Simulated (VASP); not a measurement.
A run of VASP 6.6.1 is set up as follows.

INCAR

```
SYSTEM = AlGaN2
ALGO = Normal
EDIFF = 1E-6
ENCUT = 520
ISIF = 2
ISMEAR = 0
LASPH = .True.
LCHARG = .True.
LELF = .True.
LREAL = .False.
LVHAR = .True.
LWAVE = .False.
NBANDS = 21
NELM = 60
PREC = Accurate
SIGMA = 0.05
```

Contents of KPOINTS:

```
k-points
0
Gamma
  8 8 6
  0 0 0
```

POSCAR

```
AlGaN2
1.0
    3.1879902044      0.0000000000      0.0000000000
    0.0000000000      3.1879902044      0.0000000000
    0.0000000000      0.0000000000      4.4238379400
Al Ga N
1 1 2
Direct
    0.5000000000      0.5000000000      0.5000000000
    0.0000000000      0.0000000000      0.0000000000
    0.5000000000      0.0000000000      0.7382648100
    0.0000000000      0.5000000000      0.2617351900
```

Potentials or basis: VASP PAW LDA potentials, release 64 (Al, Ga_d, N).

Run with:

```console
$ cat potpaw_LDA.64/Al/POTCAR potpaw_LDA.64/Ga_d/POTCAR potpaw_LDA.64/N/POTCAR > POTCAR
$ mpirun -np 1 vasp_std > vasp.out
```

Q: Estimate the largest force.

A: 0.136 eV/Å.

Q: Predict the band gap on the k mesh.

A: 2.67 eV, direct.

Q: Predict the pressure.

A: -9.5 GPa.

Forces in eV/Å, atoms in the order of the input:
```
Al   0.000  0.000  0.000
Ga   0.000  0.000  0.000
N    0.000  0.000  0.136
N    0.000  0.000 -0.136
```

Caveat: the cell differs from its parent crystal (strain +0.0150 x Voigt [1, 1, 0, 0, 0, 0]).
